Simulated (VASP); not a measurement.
# SiC in VASP: a series of runs

Runs on SiC. Level: PBE. Tasks: single point, relaxation of the atoms.

Program: VASP 6.6.1. These are calculated values, not measurements. Logs are shortened: lines on timing, memory, paths and dates and some standing lists are left out, and cuts for length are marked.

### 1 The cell of the first run

It takes space group P2_1 (No. 4, monoclinic). The conventional cell has a = 3.042 Å, b = 15.170 Å, c = 3.096 Å, α = 90.00°, β = 118.27°, γ = 90.00°. Si (site symmetry 1) has 4 C at 1.88 to 1.91 Å within 2.5 Å. Si (site symmetry 1) has 4 C at 1.88 to 1.91 Å within 2.5 Å. Si (site symmetry 1) has 4 C at 1.88 to 1.91 Å within 2.5 Å. Within 2.5 Å of C (site symmetry 1) lie 4 Si at 1.88 to 1.91 Å. C (site symmetry 1) has 4 Si at 1.88 to 1.91 Å within 2.5 Å. C (site symmetry 1) has 4 Si at 1.88 to 1.91 Å within 2.5 Å.

### 2 Single point, PBE (xy shear strain of +4 %, then relaxed in part)

INCAR

```
ALGO     = Normal         # electronic algorithm
EDIFF    = 1E-7           # SCF threshold, eV
ENCUT    = 520            # plane-wave cutoff, eV
GGA      = PE             # functional
ISIF     = 2              # what is computed and relaxed
ISMEAR   = -1             # smearing method
LASPH    = True           # aspherical terms in the spheres
LCHARG   = True           # write CHGCAR
LELF     = True           # ELF
LREAL    = False          # projectors in reciprocal space
LVHAR    = True         
LWAVE    = False          # write WAVECAR
NBANDS   = 36             # bands
NELM     = 60             # most SCF steps
PREC     = Accurate       # precision mode
SIGMA    = 0.02           # smearing width, eV
```

KPOINTS

```
k-points
0
Gamma
  10 10 2
```

POSCAR

```
SiC
1.0
    3.0950000000      0.0619000000      0.0000000000
   -1.4938930275      2.6493986247      0.0000000000
    0.0000000000      0.0000000000     15.1700000000
Si C
6 6
Direct
   -0.0106127805      0.0010521269      0.1250489152
    0.0106127805     -0.0010521269      0.6250489152
    0.3328878509      0.6667470442      0.2918287533
    0.6671121491      0.3332529558      0.7918287533
    0.3237099631      0.6675858342      0.9583148714
    0.6762900369      0.3324141658      0.4583148714
   -0.0156297018      0.0013516605     -0.0003238447
    0.0156297018     -0.0013516605      0.4996761553
    0.3284722610      0.6673015455      0.1668258734
    0.6715277390      0.3326984545      0.6668258734
    0.3280002174      0.6670197311      0.8333054314
    0.6719997826      0.3329802689      0.3333054314
```

Potentials or basis: VASP PAW PBE potentials, release 64 (Si, C).

The run is started by

```console
$ cat potpaw_PBE.64/Si/POTCAR potpaw_PBE.64/C/POTCAR > POTCAR
$ mpirun -np 1 vasp_std > vasp.out
```

OUTCAR:

```text
EDIFF = 1E-7
   ENCUT = 520
   GGA = PE
   ISIF = 2
   ISMEAR = -1
   LASPH = True
   LREAL = False
   NELM = 60
   PREC = Accurate

 ion  position               nearest neighbor table
   1  0.989  0.001  0.125-   9 1.88   9 1.90   7 1.90   9 1.91   5 3.08   3 3.10   5 3.10   3 3.10
                             3 3.10   5 3.11
   2  0.011  0.999  0.625-  10 1.88  10 1.90   8 1.90  10 1.91   6 3.08   4 3.10   6 3.10   4 3.10
                             4 3.10   6 3.11
   3  0.333  0.667  0.292-  12 1.88  12 1.89   9 1.90  12 1.91   6 3.09   6 3.09   6 3.10   1 3.10
                             1 3.10   1 3.10
   4  0.667  0.333  0.792-  11 1.88  11 1.89  10 1.90  11 1.91   5 3.09   5 3.09   5 3.10   2 3.10
                             2 3.10   2 3.10
   5  0.324  0.668  0.958-   7 1.88   7 1.89  11 1.90   7 1.91   1 3.08   4 3.09   4 3.09   4 3.10
                             1 3.10   1 3.11
   6  0.676  0.332  0.458-   8 1.88   8 1.89  12 1.90   8 1.91   2 3.08   3 3.09   3 3.09   3 3.10
                             2 3.10   2 3.11
   7  0.984  0.001  1.000-   5 1.88   5 1.89   1 1.90   5 1.91
   8  0.016  0.999  0.500-   6 1.88   6 1.89   2 1.90   6 1.91
   9  0.328  0.667  0.167-   1 1.88   1 1.90   3 1.90   1 1.91
  10  0.672  0.333  0.667-   2 1.88   2 1.90   4 1.90   2 1.91
  11  0.328  0.667  0.833-   4 1.88   4 1.89   5 1.90   4 1.91
  12  0.672  0.333  0.333-   3 1.88   3 1.89   6 1.90   3 1.91

  Warning from LATTYP: Monoclinic adjustment (A1->A3, A2->A1, A3->A2)!
  LATTYP: Found a simple monoclinic cell.
 ALAT       =     3.0415505010
 B/A-ratio  =     4.9875877435
 C/A-ratio  =     1.0177766034
 COS(beta)  =    -0.4736455830

  Lattice vectors:

 A1 = (  -1.4938930275,   2.6493986247,   0.0000000000)
 A2 = (   0.0000000000,   0.0000000000,  15.1700000000)
 A3 = (   3.0950000000,   0.0619000000,   0.0000000000)

Analysis of symmetry for initial positions (statically):
=====================================================================
 Subroutine PRICEL returns:
 Original cell was already a primitive cell.

 Routine SETGRP: Setting up the symmetry group for a
 simple monoclinic supercell.

 Subroutine GETGRP returns: Found  2 space group operations
 (whereof  1 operations were pure point group operations)
 out of a pool of  4 trial point group operations.

The static configuration has the point symmetry C_1 .
 The point group associated with its full space group is C_2 .

Analysis of symmetry for dynamics (positions and initial velocities):
=====================================================================
 Subroutine PRICEL returns:
 Original cell was already a primitive cell.

 Routine SETGRP: Setting up the symmetry group for a
 simple monoclinic supercell.

 Subroutine GETGRP returns: Found  2 space group operations
 (whereof  1 operations were pure point group operations)
 out of a pool of  4 trial point group operations.

The dynamic configuration has the point symmetry C_1 .
 The point group associated with its full space group is C_2 .

 Subroutine INISYM returns: Found  2 space group operations
 (whereof  1 operations are pure point group operations),
 and found     1 'primitive' translations

----------------------------------------------------------------------------------------

                                     Primitive cell

  volume of cell :     125.7951

  direct lattice vectors                    reciprocal lattice vectors
     3.095000000  0.061900000  0.000000000     0.319498719  0.180152924  0.000000000
    -1.493893027  2.649398625  0.000000000    -0.007464702  0.373235090  0.000000000
     0.000000000  0.000000000 15.170000000     0.000000000  0.000000000  0.065919578

  length of vectors
     3.095618938  3.041550501 15.170000000     0.366789459  0.373309730  0.065919578

  position of ions in fractional coordinates (direct lattice)
     0.989387220  0.001052127  0.125048915
     0.010612780  0.998947873  0.625048915
     0.332887851  0.666747044  0.291828753
     0.667112149  0.333252956  0.791828753
[... 55 lines left out ...]
 cond. band min:       9.8459379991   @ k =   0.5000   0.5000   0.5000
 fundamental gap:      1.6694377889
 Fermi energy:         8.5806144455

 k-point     1 :       0.0000    0.0000    0.0000
  band No.  band energies     occupation
      1      -7.3465      2.00000
      2      -6.8297      2.00000
      3      -6.7945      2.00000
      4      -5.3154      2.00000
      5      -5.2868      2.00000
      6      -3.8223      2.00000
[... 28 lines left out ...]
     35      15.2064      0.00000
     36      15.3053      0.00000

 k-point     2 :       0.1000    0.0000    0.0000
  band No.  band energies     occupation
      1      -7.1810      2.00000
      2      -6.6668      2.00000
      3      -6.6310      2.00000
      4      -5.1610      2.00000
      5      -5.1321      2.00000
      6      -3.6843      2.00000
[... 28 lines left out ...]
     35      15.3167      0.00000
     36      15.4521      0.00000

 k-point     3 :       0.2000    0.0000    0.0000
  band No.  band energies     occupation
      1      -6.6907      2.00000
      2      -6.1856      2.00000
      3      -6.1475      2.00000
      4      -4.7096      2.00000
      5      -4.6798      2.00000
      6      -3.2914      2.00000
[... 28 lines left out ...]
     35      15.7680      0.00000
     36      16.1551      0.00000
[... 742 lines left out ...]
 k-point    23 :      -0.4000    0.2000    0.0000
  band No.  band energies     occupation
      1      -5.3671      2.00000
      2      -4.8992      2.00000
      3      -4.8523      2.00000
      4      -3.5570      2.00000
      5      -3.5243      2.00000
      6      -2.4089      2.00000
[... 28 lines left out ...]
     35      15.8904      0.00000
     36      16.1031      0.00000

 k-point    24 :      -0.3000    0.2000    0.0000
  band No.  band energies     occupation
      1      -6.1487      2.00000
      2      -5.6546      2.00000
      3      -5.6142      2.00000
      4      -4.2172      2.00000
      5      -4.1861      2.00000
      6      -2.8748      2.00000
[... 28 lines left out ...]
     35      15.6201      0.00000
     36      15.6741      0.00000

 [... further k-points ...]

------------------------ aborting loop because EDIFF is reached ----------------------------------------

  FORCE on cell =-STRESS in cart. coord.  units (eV):
  Direction    XX          YY          ZZ          XY          YZ          ZX
  --------------------------------------------------------------------------------------
  -------------------------------------------------------------------------------------
  Total       -0.0823123      0.3836719      0.3291494     -5.9578236      0.0000000      0.0000000
  in kB       -1.0483622      4.8866006      4.1921800    -75.8812461      0.0000000      0.0000000
  external PRESSURE =       2.6768061 kB  Pullay stress =       0.0000000 kB

 VOLUME and BASIS-vectors are now :
 -----------------------------------------------------------------------------
  energy-cutoff  :      520.00
  volume of cell :      125.80
      direct lattice vectors                 reciprocal lattice vectors
     3.095000000  0.061900000  0.000000000     0.319498719  0.180152924  0.000000000
    -1.493893027  2.649398625  0.000000000    -0.007464702  0.373235090  0.000000000
     0.000000000  0.000000000 15.170000000     0.000000000  0.000000000  0.065919578

 POSITION                                       TOTAL-FORCE (eV/Angst)
 -----------------------------------------------------------------------------------
      3.06058      0.06403      1.89699         0.000460     -0.000255      0.001369
     -1.45947      2.64727      9.48199        -0.000460      0.000255      0.001369
      0.03424      1.78708      4.42704         0.000042      0.000049     -0.000484
      1.56687      0.92421     12.01204        -0.000042     -0.000049     -0.000484
      0.00458      1.78874     14.53764        -0.000131      0.000113     -0.001349
      1.59653      0.92256      6.95264         0.000131     -0.000113     -0.001349
      3.04461      0.06451     15.16509        -0.000367     -0.000295     -0.000144
     -1.44350      2.64679      7.58009         0.000367      0.000295     -0.000144
      0.01974      1.78828      2.53075         0.000191     -0.000046      0.000413
      1.58136      0.92302     10.11575        -0.000191      0.000046      0.000413
      0.01870      1.78750     12.64124         0.000136     -0.000105      0.000195
      1.58240      0.92379      5.05624        -0.000136      0.000105      0.000195
 -----------------------------------------------------------------------------------
    total drift:                                0.000000     -0.000000     -0.000302

  FREE ENERGIE OF THE ION-ELECTRON SYSTEM (eV)
  ---------------------------------------------------
  free  energy   TOTEN  =       -90.2538339787 eV

  energy  without entropy=      -90.2538339787  energy(sigma->0) =      -90.25383398
```

It took 5.2 min on 1 thread of AMD EPYC 9R45 (Zen 5), shared host; peak memory 0.44 GiB.

What came out:

```yaml
Free_energy: -90.2538 eV
Pressure: 0.3 GPa
Band_gap_on_the_k_mesh: 1.67 eV (least direct gap 3.00 eV)
```

Levels at points of the mesh, in eV from the valence-band top:
```
           k point  band 20  band 21  band 22  band 23  band 24  band 25  band 26  band 27  band 28  band 29
(0.00, 0.00, 0.00)    -0.37    -0.33    -0.28    -0.20     0.00     4.74     4.93     5.33     5.81     5.89
(0.50, 0.00, 0.00)    -2.48    -1.89    -1.65    -1.62    -0.97     2.02     2.31     3.37     3.93     4.63
(0.00, 0.50, 0.00)    -2.42    -2.00    -1.94    -1.76    -1.25     1.87     2.05     3.02     3.70     4.39
(0.50, 0.50, 0.00)    -2.35    -2.27    -2.24    -1.75    -1.53     1.67     1.74     2.66     3.44     4.14
(0.00, 0.00, 0.50)    -0.60    -0.43    -0.43    -0.09    -0.09     4.82     4.82     5.56     5.56     6.20
(0.50, 0.00, 0.50)    -2.18    -1.92    -1.92    -1.17    -1.17     2.09     2.09     3.57     3.57     4.85
(0.00, 0.50, 0.50)    -2.50    -1.88    -1.88    -1.44    -1.44     1.90     1.90     3.25     3.25     4.59
(0.50, 0.50, 0.50)    -2.81    -1.84    -1.84    -1.73    -1.73     1.67     1.67     2.92     2.92     4.31
```

Caveat: the cell differs from its parent crystal (xy shear strain of +4 %, then relaxed in part).

### 3 Relaxation of the atoms, PBE (10.59 Å³/atom)

This run uses another cell than the first one, of 10.59 Å³/atom.

INCAR

```
SYSTEM = SiC
PREC     = Accurate       ! precision mode
ENCUT    = 520            ! plane-wave cutoff, eV
EDIFF    = 1E-7           ! SCF threshold, eV
ISMEAR   = -1             ! smearing method
SIGMA    = 0.02           ! smearing width, eV
LREAL    = .FALSE.        ! projectors in reciprocal space
LASPH    = .TRUE.         ! aspherical terms in the spheres
NELM     = 80             ! most SCF steps
ALGO     = Normal         ! electronic algorithm
ISIF     = 2              ! what is computed and relaxed
LWAVE    = .FALSE.        ! write WAVECAR
LCHARG   = .FALSE.        ! write CHGCAR
GGA      = PE             ! functional
IBRION   = 2              ! ionic algorithm
NSW      = 80             ! ionic steps
EDIFFG   = -0.02          ! ionic threshold
```

KPOINTS

```
Automatic mesh
0
G
  10 10 2
  0 0 0
```

POSCAR

```
SiC
1.0
    3.1052824676      0.0000000000      0.0000000000
   -1.5526412338      2.6892535028      0.0000000000
    0.0000000000      0.0000000000     15.2203990413
Si C
6 6
Direct
    0.0000000000      0.0000000000      0.1250484249
    0.0000000000      0.0000000000      0.6250484249
    0.3333333333      0.6666666667      0.2918257749
    0.6666666667      0.3333333333      0.7918257749
    0.3333333333      0.6666666667      0.9583152732
    0.6666666667      0.3333333333      0.4583152732
    0.0000000000      0.0000000000     -0.0003283977
    0.0000000000      0.0000000000      0.4996716023
    0.3333333333      0.6666666667      0.1668332769
    0.6666666667      0.3333333333      0.6668332769
    0.3333333333      0.6666666667      0.8333056478
    0.6666666667      0.3333333333      0.3333056478
```

Potentials or basis: VASP PAW PBE potentials, release 64 (Si, C).

The run is started by

```console
$ cat potpaw_PBE.64/Si/POTCAR potpaw_PBE.64/C/POTCAR > POTCAR
$ mpirun -np 1 vasp_std > vasp.out
```

Run time: 2.7 min. Hardware: 1 thread of Oxide Virtual Turin-like, shared host; peak memory 0.24 GiB.

It converged, with:

* Free energy: -90.3667 eV
* Pressure after relaxing: -1.9 GPa
* Largest force after relaxing: 0.009 eV/Å
* Band gap on the k mesh: 2.03 eV (least direct gap 3.12 eV)

Forces on the atoms (eV/Å):
```
Si   0.000  0.000  0.008
Si   0.000  0.000  0.008
Si   0.000  0.000  0.006
Si   0.000  0.000  0.006
Si   0.000  0.000  0.003
Si   0.000  0.000  0.003
C    0.000  0.000 -0.004
C    0.000  0.000 -0.004
C    0.000  0.000 -0.009
C    0.000  0.000 -0.009
C    0.000  0.000 -0.004
C    0.000  0.000 -0.004
```

Stress tensor (GPa, compression positive):
```
-2.09  0.00  0.00
 0.00 -2.09  0.00
 0.00  0.00 -1.52
```

Final structure:
```
Si C
1.0
     3.10528    0.00000    0.00000
    -1.55264    2.68925    0.00000
     0.00000    0.00000   15.22040
Si C
6 6
Direct
  0.00000 0.00000 0.12505
  0.00000 0.00000 0.62505
  0.33333 0.66667 0.29183
  0.66667 0.33333 0.79183
  0.33333 0.66667 0.95832
  0.66667 0.33333 0.45832
  0.00000 0.00000 0.99967
  0.00000 0.00000 0.49967
  0.33333 0.66667 0.16683
  0.66667 0.33333 0.66683
  0.33333 0.66667 0.83331
  0.66667 0.33333 0.33331
```

Levels at points of the mesh, in eV from the valence-band top:
```
           k point  band 20  band 21  band 22  band 23  band 24  band 25  band 26  band 27  band 28  band 29
(0.00, 0.00, 0.00)    -0.30    -0.30    -0.03     0.00     0.00     4.96     5.14     5.53     6.04     6.05
(0.50, 0.00, 0.00)    -2.23    -1.79    -1.76    -1.63    -1.09     2.03     2.21     3.17     3.85     4.53
(0.00, 0.00, 0.50)    -0.64    -0.10    -0.10    -0.10    -0.10     5.03     5.03     5.77     5.77     6.40
(0.50, 0.00, 0.50)    -2.32    -1.69    -1.69    -1.29    -1.29     2.07     2.07     3.40     3.40     4.71
```

Caveat: the relaxation stopped at its first step, so nothing moved. A k mesh can miss the band edges.

### 4 Relaxation of the atoms, PBE (10.80 Å³/atom)

This run uses another cell than the first one, of 10.80 Å³/atom.

INCAR

```
ALGO = Normal
EDIFF = 1E-6
EDIFFG = -0.02
ENCUT = 520
GGA = PE
IBRION = 2
ISIF = 2
ISMEAR = -1
LASPH = T
LCHARG = F
LREAL = F
LWAVE = F
NELM = 60
NSW = 80
PREC = Accurate
SIGMA = 0.02
```

KPOINTS

```
k-points
0
Gamma
  10 10 2
```

POSCAR: that of step 3 with these lines changed.

```diff
@@ -2,5 +2,5 @@
 1.0
-    3.1052824676      0.0000000000      0.0000000000
-   -1.5526412338      2.6892535028      0.0000000000
-    0.0000000000      0.0000000000     15.2203990413
+    3.1256455574      0.0000000000      0.0000000000
+   -1.5628227787      2.7068884559      0.0000000000
+    0.0000000000      0.0000000000     15.3202077885
 Si C
```

The run is started by

```console
$ cat potpaw_PBE.64/Si/POTCAR potpaw_PBE.64/C/POTCAR > POTCAR
$ mpirun -np 1 vasp_std > vasp.out
```

It took 3.1 min on 1 thread of Oxide Virtual Turin-like, shared host; peak memory 0.24 GiB.

Results (log left out):

```yaml
Free_energy: -90.3066 eV
Pressure_after_relaxing: -5.8 GPa
Largest_force_after_relaxing: 0.012 eV/Å
Band_gap_on_the_k_mesh: 2.04 eV (least direct gap 3.12 eV)
```

Forces in eV/Å, atoms in the order of the input:
```
Si   0.000  0.000  0.012
Si   0.000  0.000  0.012
Si   0.000  0.000  0.004
Si   0.000  0.000  0.004
Si   0.000  0.000  0.000
Si   0.000  0.000  0.000
C    0.000  0.000 -0.006
C    0.000  0.000 -0.006
C    0.000  0.000 -0.008
C    0.000  0.000 -0.008
C    0.000  0.000 -0.003
C    0.000  0.000 -0.003
```

Stress tensor (GPa, compression positive):
```
-5.96  0.00  0.00
 0.00 -5.96  0.00
 0.00  0.00 -5.39
```

Final structure:
```
CELL_PARAMETERS angstrom
3.12565 0.00000 0.00000
-1.56282 2.70689 0.00000
0.00000 0.00000 15.32021
ATOMIC_POSITIONS crystal
Si 0.00000 0.00000 0.12505
Si 0.00000 0.00000 0.62505
Si 0.33333 0.66667 0.29183
Si 0.66667 0.33333 0.79183
Si 0.33333 0.66667 0.95832
Si 0.66667 0.33333 0.45832
C 0.00000 0.00000 0.99967
C 0.00000 0.00000 0.49967
C 0.33333 0.66667 0.16683
C 0.66667 0.33333 0.66683
C 0.33333 0.66667 0.83331
C 0.66667 0.33333 0.33331
```

Levels at points of the mesh, in eV from the valence-band top:
| k point | band 20 | band 21 | band 22 | band 23 | band 24 | band 25 | band 26 | band 27 | band 28 | band 29 |
| --- | --- | --- | --- | --- | --- | --- | --- | --- | --- | --- |
| (0.00, 0.00, 0.00) | -0.30 | -0.30 | -0.03 | 0.00 | 0.00 | 4.79 | 4.97 | 5.36 | 5.82 | 5.87 |
| (0.50, 0.00, 0.00) | -2.21 | -1.77 | -1.74 | -1.62 | -1.08 | 2.04 | 2.20 | 3.14 | 3.81 | 4.48 |
| (0.00, 0.00, 0.50) | -0.63 | -0.10 | -0.10 | -0.10 | -0.10 | 4.86 | 4.86 | 5.59 | 5.59 | 6.18 |
| (0.50, 0.00, 0.50) | -2.30 | -1.68 | -1.68 | -1.28 | -1.28 | 2.07 | 2.07 | 3.36 | 3.36 | 4.62 |

Caveat: the relaxation stopped at its first step, so nothing moved. A k mesh can miss the band edges.

### 5 Overview

```csv
task,cell,gap on the mesh (eV),pressure (GPa),largest force (eV/Å)
single point,"a = 3.096, b = 3.042, c = 15.170 Å, angles 90.0, 90.0, 118.3°, 12 atoms, atomic positions A",1.67,0.3,-
relaxation of the atoms,"atoms relaxed from a = 3.105, b = 3.105, c = 15.220 Å, angles 90.0, 90.0, 120.0°, 12 atoms, atomic positions B",2.03,-1.9,0.01
relaxation of the atoms,"atoms relaxed from a = 3.126, b = 3.126, c = 15.320 Å, angles 90.0, 90.0, 120.0°, 12 atoms, atomic positions B",2.04,-5.8,0.01
```

Alike in all rows: level PBE; potentials or basis VASP PAW PBE potentials, release 64 (Si, C); no spin polarisation; k mesh 10 × 10 × 2; cutoff (eV) 520; smearing fermi-dirac 0.02 eV.

Caveats: the relaxation stopped at its first step, so nothing moved (at least some runs).

Absolute energies hang on the potentials; compare differences alone.
